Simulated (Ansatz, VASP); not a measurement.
**C in VASP and in Ansatz**

```
CELL_PARAMETERS angstrom
2.52210 0.00000 0.00000
-1.26105 2.18420 0.00000
0.00000 0.00000 8.23710
ATOMIC_POSITIONS crystal
C 0.66667 0.33333 0.84375
C 0.33333 0.66667 0.34375
C 0.66667 0.33333 0.65625
C 0.33333 0.66667 0.15625
C 0.00000 0.00000 0.90625
C 0.00000 0.00000 0.40625
C 0.00000 0.00000 0.59375
C 0.00000 0.00000 0.09375
```

Alike in both runs: task relaxation of cell and atoms; functional PBEsol; k mesh 12 × 12 × 4; occupations fermi-dirac, width 0.05 eV; no spin polarisation.

|  | VASP | Ansatz |
| --- | --- | --- |
| version | VASP 6.6.1 | Ansatz 0.2.0 |
| potentials or method | VASP PAW PBE potentials, release 64 (C) | Ansatz PAW |
| plane-wave cutoff (eV) | 600 | 420 |
| valence electrons in the cell | 32 | 32 |

Ansatz gave:

* gap on the k mesh at the Fermi level, each at its own relaxed structure (eV): 4.44
* relaxed volume (Å³/atom): 5.62
* relaxed cell length with the largest relative difference (Å): 2.505

**Question.** What did VASP give for the same quantities?

**Answer.** gap on the k mesh at the Fermi level, each at its own relaxed structure (eV): 4.43; relaxed volume (Å³/atom): 5.62; relaxed cell length with the largest relative difference (Å): 2.506.

VASP's potentials were made for PBE, not for PBEsol.

Noted on Ansatz's run: Pulay correction over one GPa; the plane-wave basis is chosen anew once the cell has moved, so the energies of steps on either side of that aren't comparable.
